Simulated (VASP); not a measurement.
CaB, 2 atoms in the cell. Symmetry: Pm-3m, No. 221, cubic system. The conventional cell has a = 3.264 Å, b = 3.264 Å, c = 3.264 Å, α = 90.00°, β = 90.00°, γ = 90.00°. Ca (site symmetry m-3m) has 8 B at 2.83 Å and 6 Ca at 3.26 Å within 3.7 Å. B (site symmetry m-3m) has 8 Ca at 2.83 Å and 6 B at 3.26 Å within 3.7 Å. 

```yaml
Program: VASP 6.6.1
Task: single point
Functional: PBE
Potentials_or_basis: VASP PAW PBE potentials, release 64 (Ca_sv, B)
Cutoff: 520 eV
k_mesh: 14 × 14 × 14
Occupations: gaussian, width 0.1 eV
Spin: no spin polarisation
Dipole_correction: no
Further_INCAR_settings: ALGO = Normal; EDIFF = 1e-07; NBANDS = 14
```

Potentials or basis: VASP PAW PBE potentials, release 64 (Ca_sv, B).

The run is started by

```sh
$ cat potpaw_PBE.64/Ca_sv/POTCAR potpaw_PBE.64/B/POTCAR > POTCAR
$ mpirun -np 1 vasp_std > vasp.out
```

Hardware: 1 thread of Intel(R) Xeon(R) Platinum 8488C (Sapphire Rapids), on a shared host.

Task: Estimate the wall time of this run.

Result: It took 15 s on 1 thread of Intel(R) Xeon(R) Platinum 8488C (Sapphire Rapids) (shared host), peak memory 0.18 GiB. Counts: scf iterations 12, k points 120.
